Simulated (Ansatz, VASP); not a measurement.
## Nb2Si2O in VASP and in Ansatz

```
Nb Si O
1.0
     4.62942    0.00000    0.00000
     0.00000    4.62942    0.00000
     0.00000    0.00000    4.49891
Nb Si O
2 2 1
Cartesian
  0.0000 2.3147 2.2495
  2.3147 0.0000 2.2495
  0.0000 0.0000 0.0000
  0.0000 0.0000 2.2495
  2.3147 2.3147 2.2495
```

Alike in both runs: functional PBE; k mesh 8 × 8 × 8; occupations gaussian, width 0.1 eV; no spin polarisation.

Ansatz relaxed the structure, and its values are those at the end. VASP's run is a single point on that final structure, the one shown.

```csv
,VASP,Ansatz
version,VASP 6.6.1,Ansatz 0.2.0
potentials or method,"VASP PAW PBE potentials, release 64 (Nb_sv, Si, O), cutoff 520 eV","scalar-relativistic, plane waves, PAW"
valence electrons in the cell,40,40
```

|  | VASP | Ansatz | Ansatz less VASP |
| --- | --- | --- | --- |
| gap on the k mesh at the Fermi level (eV) | none | none | - |
| pressure (GPa) | -0.2 | 0.0 | +0.18 |

A gap of «none» marks a metal or a gap that the smearing closes.
